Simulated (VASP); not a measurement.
# BeS (F-43m) in VASP: further runs, part 3 of 4

VASP 6.6.1. The steps go on from the part before.

## (4) Single point, HSE06 (strain +1.0%)

Input file POSCAR:

```
BeS
1.0
    0.0000000000      2.4586492927      2.4586492927
    2.4586492927      0.0000000000      2.4586492927
    2.4586492927      2.4586492927      0.0000000000
Be S
1 1
Direct
    0.0000000000      0.0000000000      0.0000000000
    0.2500000000      0.2500000000      0.2500000000
```

Input file INCAR.step1:

```
SYSTEM = BeS
PREC     = Accurate       ! precision mode
ENCUT    = 520            ! plane-wave cutoff, eV
EDIFF    = 1E-5           ! SCF threshold, eV
ISMEAR   = 0              ! smearing method
SIGMA    = 0.01           ! smearing width, eV
LREAL    = .FALSE.        ! projectors in reciprocal space
LASPH    = .TRUE.         ! aspherical terms in the spheres
NELM     = 60             ! most SCF steps
ALGO     = Normal         ! electronic algorithm
ISIF     = 2              ! what is computed and relaxed
LWAVE    = .TRUE.         ! write WAVECAR
LCHARG   = .FALSE.        ! write CHGCAR
GGA      = PE             ! functional
NBANDS   = 11             ! bands
```

Input file INCAR.step2:

```
SYSTEM = BeS
PREC     = Accurate       ! precision mode
ENCUT    = 520            ! plane-wave cutoff, eV
EDIFF    = 1E-6           ! SCF threshold, eV
ISMEAR   = 0              ! smearing method
SIGMA    = 0.01           ! smearing width, eV
LREAL    = .FALSE.        ! projectors in reciprocal space
LASPH    = .TRUE.         ! aspherical terms in the spheres
NELM     = 60             ! most SCF steps
ALGO     = Normal         ! electronic algorithm
ISIF     = 2              ! what is computed and relaxed
LWAVE    = .FALSE.        ! write WAVECAR
LCHARG   = .FALSE.        ! write CHGCAR
GGA      = PE             ! functional
LHFCALC  = .TRUE.         ! exact exchange
HFSCREEN = 0.2079         ! screening, 1/A
PRECFOCK = Normal       
ISTART   = 1            
NBANDS   = 11             ! bands
```

Input file KPOINTS:

```
Automatic mesh
0
G
  6 6 6
  0 0 0
```

Potentials or basis: VASP PAW PBE potentials, release 64 (Be, S).

Command:

```sh
cat potpaw_PBE.64/Be/POTCAR potpaw_PBE.64/S/POTCAR > POTCAR
cp INCAR.step1 INCAR
mpirun -np 1 vasp_std > vasp.out
cp INCAR.step2 INCAR
mpirun -np 1 vasp_std > vasp.out
```

OUTCAR:

```text
SYSTEM = BeS
   PREC = Accurate
   ENCUT = 520
   EDIFF = 1E-6
   ISMEAR = 0
   LREAL = .FALSE.
   LASPH = .TRUE.
   NELM = 60
   ISIF = 2
   GGA = PE
   LHFCALC = .TRUE.
   HFSCREEN = 0.2079
   PRECFOCK = Normal
   ISTART = 1

 ion  position               nearest neighbor table
   1  0.000  0.000  0.000-   2 2.13   2 2.13   2 2.13   2 2.13
   2  0.250  0.250  0.250-   1 2.13   1 2.13   1 2.13   1 2.13

  LATTYP: Found a face centered cubic cell.
 ALAT       =     4.9172985854

  Lattice vectors:

 A1 = (   0.0000000000,   2.4586492927,   2.4586492927)
 A2 = (   2.4586492927,   0.0000000000,   2.4586492927)
 A3 = (   2.4586492927,   2.4586492927,   0.0000000000)

Analysis of symmetry for initial positions (statically):
=====================================================================
 Subroutine PRICEL returns:
 Original cell was already a primitive cell.

 Routine SETGRP: Setting up the symmetry group for a
 face centered cubic supercell.

 Subroutine GETGRP returns: Found 24 space group operations
 (whereof 24 operations were pure point group operations)
 out of a pool of 48 trial point group operations.

The static configuration has the point symmetry T_d .

Analysis of symmetry for dynamics (positions and initial velocities):
=====================================================================
 Subroutine PRICEL returns:
 Original cell was already a primitive cell.

 Routine SETGRP: Setting up the symmetry group for a
 face centered cubic supercell.

 Subroutine GETGRP returns: Found 24 space group operations
 (whereof 24 operations were pure point group operations)
 out of a pool of 48 trial point group operations.

The dynamic configuration has the point symmetry T_d .

 Subroutine INISYM returns: Found 24 space group operations
 (whereof 24 operations are pure point group operations),
 and found     1 'primitive' translations

----------------------------------------------------------------------------------------

                                     Primitive cell

  volume of cell :      29.7249

  direct lattice vectors                    reciprocal lattice vectors
     0.000000000  2.458649293  2.458649293    -0.203363693  0.203363693  0.203363693
     2.458649293  0.000000000  2.458649293     0.203363693 -0.203363693  0.203363693
     2.458649293  2.458649293  0.000000000     0.203363693  0.203363693 -0.203363693

  length of vectors
     3.477055175  3.477055175  3.477055175     0.352236249  0.352236249  0.352236249

  position of ions in fractional coordinates (direct lattice)
     0.000000000  0.000000000  0.000000000
     0.250000000  0.250000000  0.250000000

  ion indices of the primitive-cell ions
   primitive index   ion index
                 1           1
                 2           2

----------------------------------------------------------------------------------------

 KPOINTS: Automatic mesh

Automatic generation of k-mesh.
 Grid dimensions read from file:
 generate k-points for:    6    6    6

 Generating k-lattice:

  Cartesian coordinates                     Fractional coordinates (reciprocal lattice)
    -0.033893949  0.033893949  0.033893949     0.166666667  0.000000000  0.000000000
     0.033893949 -0.033893949  0.033893949     0.000000000  0.166666667  0.000000000
     0.033893949  0.033893949 -0.033893949     0.000000000  0.000000000  0.166666667
[... 38 lines left out ...]
 SYSTEM =  BeS
   PREC   = accura    normal or accurate (medium, high low for compatibility)
   ISTART =      1    job   : 0-new  1-cont  2-samecut
   ICHARG =      0    charge: 1-file 2-atom 10-const
   ISPIN  =      1    spin polarized calculation?
   LNONCOLLINEAR =      F non collinear calculations
   LSORBIT =      F    spin-orbit coupling
   LASPH  =      T    aspherical Exc in radial PAW
   ENCUT  =  520.0 eV  38.22 Ry    6.18 a.u.   6.47  6.47  6.47*2*pi/ulx,y,z
   NELM   =     60;   NELMIN=  2; NELMDL=  0     # of ELM steps
   EDIFF  = 0.1E-05   stopping-criterion for ELM
   LREAL  =      F    real-space projection
   EDIFFG = 0.1E-04   stopping-criterion for IOM
   NSW    =      0    number of steps for IOM
   IBRION =     -1    ionic relax: 0-MD 1-quasi-New 2-CG
   NFREE  =      0    steps in history (QN), initial steepest desc. (CG)
   ISIF   =      2    stress and relaxation
   ISYM   =      3    0-nonsym 1-usesym 2-fastsym
   POTIM  = 0.5000    time-step for ionic-motion
   TEBEG  =    0.0;   TEEND  =   0.0 temperature during run
   PSTRESS=    0.0 pullay stress
   NELECT =       8.0000    total number of electrons
   NUPDOWN=      -1.0000    fix difference up-down
   EMIN   =  10.00;   EMAX   =-10.00  energy-range for DOS
   EFERMI =   0.00;   METHOD = LEGACY
   ISMEAR =     0;   SIGMA  =   0.01  broadening in eV -4-tet -1-fermi 0-gaus
   EFERMI_NEDOS =   21; number of points for ismear=-14 and -15
   IALGO  =     38    algorithm
   IMIX   =      1    mixing-type and parameters
     AMIX     =   0.40;   BMIX     =  1.00
     AMIX_MAG =   1.60;   BMIX_MAG =  1.00
  volume/ion in A,a.u.               =      14.86       100.30
  Fermi-wavevector in a.u.,A,eV,Ry     =   1.056975  1.997394 15.200390  1.117197
  Thomas-Fermi vector in A             =   2.192231
   LORBIT       =      0    0 simple, 1 ext, 2 COOP (PROOUT), +10 PAW based schemes
   GGA     = PE    functional components
   LHFCALC =     T    Hartree Fock is set to
   PRECFOCK=normal    Normal, Fast or Accurate (Low or Medium for compatibility)
   ENCUT4O =  -1.0   cutoff for four orbital integrals eV
   NKREDX  =     1    reduce k-point grid by
   NKREDY  =     1    reduce k-point grid by
   NKREDZ  =     1    reduce k-point grid by
   AEXX    =    0.2500 exact exchange contribution
   HFSCREEN=    0.2079 screening length (either q_TF or 0.3 A-1)
   HFSCREENC=   0.2079 screening length for correlation (either q_TF or 0.3 A-1)
   ENCUTFOCK=  -1.0 apply spherical cutoff to Coloumb kernel
   IVDW    =     0    specifies the selected vdW correction
   LEPSILON=     F    determine dielectric tensor
   LRPA    =     F    only Hartree local field effects (RPA)
 non-spin polarized calculation
 Gauss-broadening in eV      SIGMA  =   0.01
  energy-cutoff  :      520.00
  volume of cell :       29.72
 maximum number of plane-waves:       821
 NGX is ok and might be reduce to    28
  NGX = 20; NGY = 20; NGZ = 20

 number of electron       7.9999999 magnetization

 Free energy of the ion-electron system (eV)
  ---------------------------------------------------
  ext. energy  EPLUGINS =         0.00000000
  ---------------------------------------------------
  free energy    TOTEN  =       -11.37443098 eV

  energy without entropy =      -11.37443098  energy(sigma->0) =      -11.37443098

 E-fermi :   3.2085     XC(G=0):  -7.9548

 val. band max:        3.1007872386   @ k =   0.0000   0.0000   0.0000
 cond. band min:       7.2421290624   @ k =   0.5000   0.5000   0.0000
 fundamental gap:      4.1413418238
 Fermi energy:         3.2085460828

 k-point     1 :       0.0000    0.0000    0.0000
  band No.  band energies     occupation
      1     -11.6926      2.00000
      2       3.1008      2.00000
      3       3.1008      2.00000
      4       3.1008      2.00000
      5       9.8027      0.00000
      6       9.9781      0.00000
      7       9.9781      0.00000
      8       9.9781      0.00000
      9      17.2783      0.00000
     10      17.2783      0.00000
     11      19.0393      0.00000
[... 197 lines left out ...]
 k-point    16 :      -0.3333    0.5000    0.1667
  band No.  band energies     occupation
      1      -9.4333      2.00000
      2      -1.7680      2.00000
      3      -0.4345      2.00000
      4      -0.1455      2.00000
      5       9.2950      0.00000
      6      10.9080      0.00000
      7      14.3578      0.00000
      8      14.8606      0.00000
      9      18.8206      0.00000
     10      19.0210      0.00000
     11      21.5376      0.00000

------------------------ aborting loop because EDIFF is reached ----------------------------------------

  FORCE on cell =-STRESS in cart. coord.  units (eV):
  Direction    XX          YY          ZZ          XY          YZ          ZX
  --------------------------------------------------------------------------------------
  -------------------------------------------------------------------------------------
  Total       -0.6934172     -0.6934172     -0.6934172     -0.0000000      0.0000000     -0.0000000
  in kB      -37.3753651    -37.3753651    -37.3753651     -0.0000000      0.0000000     -0.0000000
  external PRESSURE =     -37.3753651 kB  Pullay stress =       0.0000000 kB

 VOLUME and BASIS-vectors are now :
 -----------------------------------------------------------------------------
  energy-cutoff  :      520.00
  volume of cell :       29.72
      direct lattice vectors                 reciprocal lattice vectors
     0.000000000  2.458649293  2.458649293    -0.203363693  0.203363693  0.203363693
     2.458649293  0.000000000  2.458649293     0.203363693 -0.203363693  0.203363693
     2.458649293  2.458649293  0.000000000     0.203363693  0.203363693 -0.203363693

 POSITION                                       TOTAL-FORCE (eV/Angst)
 -----------------------------------------------------------------------------------
      0.00000      0.00000      0.00000         0.000000      0.000000      0.000000
      1.22932      1.22932      1.22932        -0.000000     -0.000000     -0.000000
 -----------------------------------------------------------------------------------
    total drift:                                0.000000     -0.000000     -0.000000

  FREE ENERGIE OF THE ION-ELECTRON SYSTEM (eV)
  ---------------------------------------------------
  free  energy   TOTEN  =       -11.3744309821 eV

  energy  without entropy=      -11.3744309821  energy(sigma->0) =      -11.37443098
```

Run time: 6.2 min. Hardware: 1 thread of Intel Xeon Platinum 8259CL at 2.50GHz (Skylake/Cascade Lake), shared host; peak memory 0.26 GiB.

What came out:

| Quantity | Value |
| --- | --- |
| Free energy | -11.3744 eV |
| Pressure | -3.7 GPa |
| Band gap on the k mesh | 4.14 eV (least direct gap 6.70 eV) |

Levels at points of the mesh, in eV from the valence-band top:
| k point | band 2 | band 3 | band 4 | band 5 | band 6 | band 7 |
| --- | --- | --- | --- | --- | --- | --- |
| (0.00, 0.00, 0.00) | 0.00 | 0.00 | 0.00 | 6.70 | 6.88 | 6.88 |
| (0.50, 0.00, 0.00) | -6.07 | -1.06 | -1.06 | 6.45 | 7.78 | 7.78 |
| (0.50, 0.50, 0.00) | -5.32 | -2.73 | -2.73 | 4.14 | 5.99 | 14.17 |

Caveat: the cell differs from its parent crystal (strain +1.0%); the cell stands under tension; the PAW data sets were made with another functional, which shifts forces and pressure a little. A k mesh can miss the band edges.

[end of part 3 of 4]
